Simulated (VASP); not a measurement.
B, 8 atoms in the cell. Symmetry: Pm-3n, No. 223, cubic system. The conventional cell has a = 3.662 Å, b = 3.662 Å, c = 3.662 Å, α = 90.00°, β = 90.00°, γ = 90.00°. Within 2.7 Å of B (site symmetry m-3) lie 12 B at 2.05 Å. B (site symmetry -4m2) has 14 B at 1.83 to 2.24 Å within 2.4 Å. 

```yaml
Program: VASP 6.6.1
Task: single point
Functional: PBE
Potentials_or_basis: VASP PAW PBE potentials, release 64 (B)
Cutoff: 520 eV
k_mesh: 6 × 6 × 6
Occupations: gaussian, width 0.1 eV
Spin: no spin polarisation
Dipole_correction: no
Further_INCAR_settings: ALGO = Normal; EDIFF = 1e-07; NBANDS = 22
```

Potentials or basis: VASP PAW PBE potentials, release 64 (B).

Launch:

```bash
$ cat potpaw_PBE.64/B/POTCAR > POTCAR
$ mpirun -np 1 vasp_std > vasp.out
```

Hardware: 1 thread of Intel(R) Xeon(R) Platinum 8488C (Sapphire Rapids) (shared host).

Problem. How long does it take, and how much memory?

Solution. Wall time 21 s on 1 thread of Intel(R) Xeon(R) Platinum 8488C (Sapphire Rapids), on a shared host, peak memory 0.15 GiB. Counts: scf iterations 12, k points 20.
